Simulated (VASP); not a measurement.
MnS:

```
CELL_PARAMETERS angstrom
0.00000 2.60450 2.60450
2.60450 0.00000 2.60450
2.60450 2.60450 0.00000
ATOMIC_POSITIONS crystal
Mn 0.00000 0.00000 0.00000
S 0.50000 0.50000 0.50000
```

| Item | Value |
| --- | --- |
| Program | VASP 6.6.1 |
| Task | relaxation of cell and atoms |
| Functional | LDA |
| Potentials or basis | VASP PAW LDA potentials, release 64 (Mn_pv, S) |
| Cutoff | 600 eV |
| k mesh | 9 × 9 × 9 |
| Occupations | fermi-dirac, width 0.05 eV |
| Spin | collinear spin, ferromagnetic start |
| Starting moments | [4.0, 0.0] μB |
| Hubbard terms | Mn d U = 4.0 eV |

At the start: pressure -2.9 GPa; volume 17.67 Å³/atom.

**Question.** Where does the relaxation end?

**Answer.** Over 3 steps the energy falls by 5.4 meV/atom and the volume is 17.08 Å³/atom (-3.4 %); space group Fm-3m (No. 225, to 0.05 Å); moment 4.99 μB per cell.

The path:
| step | energy change (eV) | largest force (eV/Å) | pressure (GPa) | volume (Å³) |
| --- | --- | --- | --- | --- |
| 1 | 0.0000 | 0.0000 | -2.87 | 35.33 |
| 2 | -0.0095 | 0.0000 | 1.10 | 33.74 |
| 3 | -0.0108 | 0.0000 | 0.02 | 34.15 |

Final structure:
```
Mn S
1.0
     0.00000    2.57506    2.57506
     2.57506    0.00000    2.57506
     2.57506    2.57506    0.00000
Mn S
1 1
Cartesian
  0.0000 0.0000 0.0000
  2.5751 2.5751 2.5751
```

Caveat: a cell with one magnetic atom can't hold antiferromagnetic order, which such compounds often take.
